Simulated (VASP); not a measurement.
# Tl: single point with revPBE

Tl:

```
Tl
1.0
     3.45600    0.00000    0.00000
    -1.72800    2.99298    0.00000
     0.00000    0.00000    5.52500
Tl
2
Direct
  0.66667 0.33333 0.75000
  0.33333 0.66667 0.25000
```

| Quantity | Value |
| --- | --- |
| Program | VASP 6.6.1 |
| Task | single point |
| Functional | revPBE |
| Potentials or basis | VASP PAW PBE potentials, release 64 (Tl_d) |
| Cutoff | 520 eV |
| k mesh | 9 × 9 × 5 |
| Occupations | methfessel-paxton, width 0.2 eV |
| Spin | no spin polarisation |
| Dipole correction | no |
| Further INCAR settings | ALGO = Normal; EDIFF = 1e-07; NBANDS = 20 |

* Pressure: 4.7 GPa
* Band gap on the k mesh: zero (band 13 reaches 8.80 eV, above the bottom of band 14 at 5.13 eV)

Stress tensor (GPa, compression positive):
```
4.23 0.00 0.00
0.00 4.23 0.00
0.00 0.00 5.76
```

Levels at points of the mesh, in eV from the Fermi level:
```
           k point  band 11  band 12  band 13  band 14  band 15  band 16
(0.00, 0.00, 0.00)   -10.03    -5.10    -2.82     8.01     8.01    10.09
```

Run time: 18 s on 1 thread of Intel(R) Xeon(R) Platinum 8488C (Sapphire Rapids) (shared host), peak memory 0.19 GiB.

Caveat: the PAW data sets were made with another functional, which shifts forces and pressure a little; spin-orbit coupling is left out, which moves the levels of the heavy elements.
